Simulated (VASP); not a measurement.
# HfH2 (I4/mmm) in VASP: single point with PBEsol

Aim: the single point of HfH2 with PBEsol.

Everything below comes from runs of VASP 6.6.1. Logs are shortened: lines on timing, memory, paths and dates and some standing lists are left out, and cuts for length are marked.

### Step 1. The cell of the first run

The structure is tetragonal, space group I4/mmm (No. 139). Conventional cell: a = 3.756 Å, b = 3.756 Å, c = 4.187 Å, α = 90.00°, β = 90.00°, γ = 90.00°. Hf (site symmetry 4/mmm) has 8 H at 2.15 Å within 2.8 Å. Within 2.8 Å of H (site symmetry -4m2) lie 6 H at 2.09 to 2.66 Å and 4 Hf at 2.15 Å.

### Step 2. Single point, PBEsol (strain +0.080 along x and y, -0.040 along z)

File INCAR:

```
SYSTEM = HfH2
  PREC = Accurate
  ENCUT = 520
  EDIFF = 1E-6
  ISMEAR = 0
  SIGMA = 0.15
  LREAL = .False.
  LASPH = .True.
  NELM = 60
  ALGO = Normal
  ISIF = 2
  LWAVE = .False.
  LCHARG = .True.
  GGA = PS
  LELF = .True.
  LVHAR = .True.
  NBANDS = 13
```

File KPOINTS:

```
regular mesh
0
Gamma
  20 20 20
  0 0 0
```

File POSCAR:

```
HfH2
1.0
   -1.8781200000      1.8781200000      2.0932800000
    1.8781200000     -1.8781200000      2.0932800000
    1.8781200000      1.8781200000     -2.0932800000
Hf H
1 2
Direct
    0.0000000000      0.0000000000      0.0000000000
    0.7500000000      0.2500000000      0.5000000000
    0.2500000000      0.7500000000      0.5000000000
```

Potentials or basis: VASP PAW PBE potentials, release 64 (Hf_pv, H).

Run with:

```console
$ cat potpaw_PBE.64/Hf_pv/POTCAR potpaw_PBE.64/H/POTCAR > POTCAR
$ mpirun -np 1 vasp_std > vasp.out
```

OUTCAR:

```text
SYSTEM = HfH2
   PREC = Accurate
   ENCUT = 520
   EDIFF = 1E-6
   ISMEAR = 0
   LREAL = .False.
   LASPH = .True.
   NELM = 60
   ISIF = 2
   GGA = PS

 ion  position               nearest neighbor table
   1  0.000  0.000  0.000-   2 2.15   3 2.15   2 2.15   3 2.15   2 2.15   3 2.15   2 2.15   3 2.15

   2  0.750  0.250  0.500-   1 2.15   1 2.15   1 2.15   1 2.15
   3  0.250  0.750  0.500-   1 2.15   1 2.15   1 2.15   1 2.15

  LATTYP: Found a body centered tetragonal cell.
 ALAT       =     3.7562400000
 C/A-ratio  =     1.1145613699

  Lattice vectors:

 A1 = (  -1.8781200000,   1.8781200000,   2.0932800000)
 A2 = (   1.8781200000,  -1.8781200000,   2.0932800000)
 A3 = (   1.8781200000,   1.8781200000,  -2.0932800000)

Analysis of symmetry for initial positions (statically):
=====================================================================
 Subroutine PRICEL returns:
 Original cell was already a primitive cell.

 Routine SETGRP: Setting up the symmetry group for a
 body centered tetragonal supercell.

 Subroutine GETGRP returns: Found 16 space group operations
 (whereof 16 operations were pure point group operations)
 out of a pool of 16 trial point group operations.

The static configuration has the point symmetry D_4h.

Analysis of symmetry for dynamics (positions and initial velocities):
=====================================================================
 Subroutine PRICEL returns:
 Original cell was already a primitive cell.

 Routine SETGRP: Setting up the symmetry group for a
 body centered tetragonal supercell.

 Subroutine GETGRP returns: Found 16 space group operations
 (whereof 16 operations were pure point group operations)
 out of a pool of 16 trial point group operations.

The dynamic configuration has the point symmetry D_4h.

 Subroutine INISYM returns: Found 16 space group operations
 (whereof 16 operations are pure point group operations),
 and found     1 'primitive' translations

----------------------------------------------------------------------------------------

                                     Primitive cell

  volume of cell :      29.5348

  direct lattice vectors                    reciprocal lattice vectors
    -1.878120000  1.878120000  2.093280000     0.000000000  0.266223670  0.238859589
     1.878120000 -1.878120000  2.093280000     0.266223670  0.000000000  0.238859589
     1.878120000  1.878120000 -2.093280000     0.266223670  0.266223670  0.000000000

  length of vectors
     3.381788081  3.381788081  3.381788081     0.357671561  0.357671561  0.376497125

  position of ions in fractional coordinates (direct lattice)
     0.000000000  0.000000000  0.000000000
     0.750000000  0.250000000  0.500000000
     0.250000000  0.750000000  0.500000000

  ion indices of the primitive-cell ions
   primitive index   ion index
                 1           1
                 2           2
                 3           3

----------------------------------------------------------------------------------------

 KPOINTS: regular mesh

Automatic generation of k-mesh.
 Grid dimensions read from file:
 generate k-points for:   20   20   20

 Generating k-lattice:

  Cartesian coordinates                     Fractional coordinates (reciprocal lattice)
     0.000000000  0.013311184  0.011942979     0.050000000 -0.000000000  0.000000000
     0.013311184  0.000000000  0.011942979    -0.000000000  0.050000000  0.000000000
     0.013311184  0.013311184  0.000000000     0.000000000  0.000000000  0.050000000

  Length of vectors
     0.017883578  0.017883578  0.018824856

  Shift w.r.t. Gamma in fractional coordinates (k-lattice)
     0.000000000  0.000000000  0.000000000

 Subroutine IBZKPT returns following result:
 ===========================================

 Found    641 irreducible k-points:

 Following reciprocal coordinates:
            Coordinates               Weight
  0.000000  0.000000  0.000000      1.000000
  0.050000  0.000000 -0.000000      8.000000
  0.100000  0.000000 -0.000000      8.000000
  0.150000  0.000000  0.000000      8.000000
  0.200000  0.000000 -0.000000      8.000000
  0.250000 -0.000000  0.000000      8.000000
[... 16 lines left out ...]
 -0.400000  0.050000  0.000000     16.000000
 -0.350000  0.050000 -0.000000     16.000000
 [... further k-points ...]
   k-points           NKPTS =    641   k-points in BZ     NKDIM =    641   number of bands    NBANDS=     13
   number of dos      NEDOS =    301   number of ions     NIONS =      3
   total plane-waves  NPLWV =  21952
   dimension x,y,z NGX =    28 NGY =   28 NGZ =   28
   dimension x,y,z NGXF=    56 NGYF=   56 NGZF=   56
   ions per type =               1   2
   NGX,Y,Z   is equivalent  to a cutoff of  13.76, 13.76, 13.76 a.u.
   NGXF,Y,Z  is equivalent  to a cutoff of  27.53, 27.53, 27.53 a.u.
 SYSTEM =  HfH2
   PREC   = accura    normal or accurate (medium, high low for compatibility)
   ISTART =      0    job   : 0-new  1-cont  2-samecut
   ICHARG =      2    charge: 1-file 2-atom 10-const
   ISPIN  =      1    spin polarized calculation?
   LNONCOLLINEAR =      F non collinear calculations
   LSORBIT =      F    spin-orbit coupling
   LASPH  =      T    aspherical Exc in radial PAW
   ENCUT  =  520.0 eV  38.22 Ry    6.18 a.u.   6.29  6.29  6.29*2*pi/ulx,y,z
   NELM   =     60;   NELMIN=  2; NELMDL= -5     # of ELM steps
   EDIFF  = 0.1E-05   stopping-criterion for ELM
   LREAL  =      F    real-space projection
   EDIFFG = 0.1E-04   stopping-criterion for IOM
   NSW    =      0    number of steps for IOM
   IBRION =     -1    ionic relax: 0-MD 1-quasi-New 2-CG
   NFREE  =      0    steps in history (QN), initial steepest desc. (CG)
   ISIF   =      2    stress and relaxation
   ISYM   =      2    0-nonsym 1-usesym 2-fastsym
   POTIM  = 0.5000    time-step for ionic-motion
   TEBEG  =    0.0;   TEEND  =   0.0 temperature during run
   PSTRESS=    0.0 pullay stress
   NELECT =      12.0000    total number of electrons
   NUPDOWN=      -1.0000    fix difference up-down
   EMIN   =  10.00;   EMAX   =-10.00  energy-range for DOS
   EFERMI =   0.00;   METHOD = LEGACY
   ISMEAR =     0;   SIGMA  =   0.15  broadening in eV -4-tet -1-fermi 0-gaus
   EFERMI_NEDOS =   21; number of points for ismear=-14 and -15
   IALGO  =     38    algorithm
   IMIX   =      4    mixing-type and parameters
     AMIX     =   0.40;   BMIX     =  1.00
     AMIX_MAG =   1.60;   BMIX_MAG =  1.00
  volume/ion in A,a.u.               =       9.84        66.44
  Fermi-wavevector in a.u.,A,eV,Ry     =   1.212525  2.291339 20.003504  1.470216
  Thomas-Fermi vector in A             =   2.348006
   LORBIT       =      0    0 simple, 1 ext, 2 COOP (PROOUT), +10 PAW based schemes
   GGA     = PS    functional components
   LHFCALC =     F    Hartree Fock is set to
   AEXX    =    0.0000 exact exchange contribution
   IVDW    =     0    specifies the selected vdW correction
   LEPSILON=     F    determine dielectric tensor
   LRPA    =     F    only Hartree local field effects (RPA)
 non-spin polarized calculation
 Gauss-broadening in eV      SIGMA  =   0.15
  energy-cutoff  :      520.00
  volume of cell :       29.53
 maximum number of plane-waves:       808
 NGX is ok and might be reduce to    28
   NGX = 13   NGY = 13   NGZ = 13

 number of electron      12.0000000 magnetization

 Free energy of the ion-electron system (eV)
  ---------------------------------------------------
  ext. energy  EPLUGINS =         0.00000000
  ---------------------------------------------------
  free energy    TOTEN  =       -18.45839758 eV

  energy without entropy =      -18.45275041  energy(sigma->0) =      -18.45557399

 E-fermi :   4.4498     XC(G=0): -11.0435

 val. band max:        4.4490104425   @ k =  -0.1500  -0.2000   0.1500
 cond. band min:       4.4566406325   @ k =  -0.1500   0.2500   0.1500
 fundamental gap:      0.0076301900
 Fermi energy:         4.4498432839

 k-point     1 :       0.0000    0.0000    0.0000
  band No.  band energies     occupation
      1     -26.7986      2.00000
      2     -26.7986      2.00000
      3     -26.7607      2.00000
      4      -6.1290      2.00000
      5       3.7424      2.00000
      6       4.1580      1.99407
      7       4.1580      1.99407
      8       5.4042      0.00000
      9       5.4206      0.00000
     10       6.9964      0.00000
     11      15.0974      0.00000
     12      15.0974      0.00000
     13      15.6606      0.00000

 k-point     2 :       0.0500    0.0000   -0.0000
  band No.  band energies     occupation
      1     -26.8044      2.00000
      2     -26.8012      2.00000
      3     -26.7644      2.00000
      4      -6.0678      2.00000
      5       3.1472      2.00000
      6       4.1776      1.98974
      7       4.5322      0.43774
      8       5.4009      0.00000
      9       5.7268      0.00000
     10       6.9659      0.00000
     11      14.8649      0.00000
     12      15.2260      0.00000
     13      15.8275      0.00000

 k-point     3 :       0.1000    0.0000   -0.0000
  band No.  band energies     occupation
      1     -26.8257      2.00000
      2     -26.8084      2.00000
      3     -26.7704      2.00000
      4      -5.8873      2.00000
      5       2.3664      2.00000
      6       4.2107      1.97587
      7       4.8011      0.00093
      8       5.4248      0.00000
      9       6.4392      0.00000
     10       6.9349      0.00000
     11      14.3137      0.00000
     12      15.6013      0.00000
     13      16.2026      0.00000

 k-point     4 :       0.1500    0.0000    0.0000
  band No.  band energies     occupation
      1     -26.8644      2.00000
      2     -26.8197      2.00000
      3     -26.7741      2.00000
      4      -5.5977      2.00000
      5       1.6297      2.00000
      6       4.1934      1.98440
      7       5.0181      0.00000
      8       5.5596      0.00000
      9       6.6573      0.00000
     10       7.5261      0.00000
     11      13.6330      0.00000
     12      16.1950      0.00000
     13      16.2586      0.00000

 k-point     5 :       0.2000    0.0000   -0.0000
  band No.  band energies     occupation
      1     -26.9152      2.00000
      2     -26.8338      2.00000
      3     -26.7760      2.00000
      4      -5.2170      2.00000
      5       0.9737      2.00000
      6       4.0894      1.99932
      7       5.2444      0.00000
      8       5.8639      0.00000
      9       6.5797      0.00000
     10       8.4099      0.00000
     11      12.9865      0.00000
     12      15.2767      0.00000
     13      16.5244      0.00000
[... 257 lines left out ...]
 k-point    22 :      -0.4500    0.0500    0.0000
  band No.  band energies     occupation
      1     -27.1310      2.00000
      2     -26.8970      2.00000
      3     -26.7836      2.00000
      4      -3.3229      2.00000
      5      -0.5362      2.00000
      6       3.3962      2.00000
      7       5.5546      0.00000
      8       7.1876      0.00000
      9       8.4265      0.00000
     10       9.0448      0.00000
     11      10.4216      0.00000
     12      13.7903      0.00000
     13      15.0783      0.00000

 k-point    23 :      -0.4000    0.0500    0.0000
  band No.  band energies     occupation
      1     -27.1003      2.00000
      2     -26.8872      2.00000
      3     -26.7836      2.00000
      4      -3.6138      2.00000
      5      -0.3960      2.00000
      6       3.4953      2.00000
      7       5.5392      0.00000
      8       7.0266      0.00000
      9       7.8808      0.00000
     10       9.1435      0.00000
     11      11.1379      0.00000
     12      13.4836      0.00000
     13      15.5582      0.00000

 k-point    24 :      -0.3500    0.0500   -0.0000
  band No.  band energies     occupation
      1     -27.0573      2.00000
      2     -26.8738      2.00000
      3     -26.7832      2.00000
      4      -4.0126      2.00000
      5      -0.1566      2.00000
      6       3.6411      2.00000
      7       5.5302      0.00000
      8       6.7571      0.00000
      9       7.2805      0.00000
     10       9.3628      0.00000
     11      12.0434      0.00000
     12      12.8978      0.00000
     13      16.4319      0.00000

 [... further k-points ...]
[... 5 lines left out ...]
  --------------------------------------------------------------------------------------
  -------------------------------------------------------------------------------------
  Total       -4.0887699     -4.0887699     -2.2485883      0.0000000      0.0000000      0.0000000
  in kB     -221.8039448   -221.8039448   -121.9794108      0.0000000      0.0000000      0.0000000
  external PRESSURE =    -188.5291001 kB  Pullay stress =       0.0000000 kB

 VOLUME and BASIS-vectors are now :
 -----------------------------------------------------------------------------
  energy-cutoff  :      520.00
  volume of cell :       29.53
      direct lattice vectors                 reciprocal lattice vectors
    -1.878120000  1.878120000  2.093280000     0.000000000  0.266223670  0.238859589
     1.878120000 -1.878120000  2.093280000     0.266223670  0.000000000  0.238859589
     1.878120000  1.878120000 -2.093280000     0.266223670  0.266223670  0.000000000

 POSITION                                       TOTAL-FORCE (eV/Angst)
 -----------------------------------------------------------------------------------
      0.00000      0.00000      0.00000         0.000000      0.000000     -0.000000
      0.00000      1.87812      1.04664         0.000000     -0.000000     -0.000000
      1.87812      0.00000      1.04664        -0.000000     -0.000000      0.000000
 -----------------------------------------------------------------------------------
    total drift:                               -0.000000     -0.000000      0.000000

  FREE ENERGIE OF THE ION-ELECTRON SYSTEM (eV)
  ---------------------------------------------------
  free  energy   TOTEN  =       -18.4583975790 eV

  energy  without entropy=      -18.4527504092  energy(sigma->0) =      -18.45557399
```

Run time: 2.8 min. Hardware: 1 thread of Oxide Virtual Turin-like, shared host; peak memory 0.33 GiB.

What came out:

| Item | Value |
| --- | --- |
| Free energy | -18.4584 eV |
| Pressure | -18.9 GPa |
| Band gap on the k mesh | zero (band 6 reaches 4.98 eV, above the bottom of band 7 at 3.98 eV) |

Stress tensor (GPa, compression positive):
```
-22.18   0.00   0.00
  0.00 -22.18   0.00
  0.00   0.00 -12.20
```

Levels at points of the mesh, in eV from the Fermi level:
```
           k point  band 3  band 4  band 5  band 6  band 7  band 8  band 9  band 10
(0.00, 0.00, 0.00)  -31.21  -10.58   -0.71   -0.29   -0.29    0.95    0.97     2.55
(0.50, 0.00, 0.00)  -31.23   -7.64   -5.06   -1.09    1.21    2.82    4.28     4.52
(0.50, 0.50, 0.00)  -31.27   -6.06   -5.31   -3.84    2.80    2.87    4.71     5.99
(0.50, 0.50, 0.50)  -31.47   -7.40   -3.31   -3.07    4.01    4.01    4.07     4.17
```

Caveat: the cell differs from its parent crystal (strain +0.080 along x and y, -0.040 along z); the PAW data sets were made with another functional, which shifts forces and pressure a little; spin-orbit coupling is left out, which moves the levels of the heavy elements.
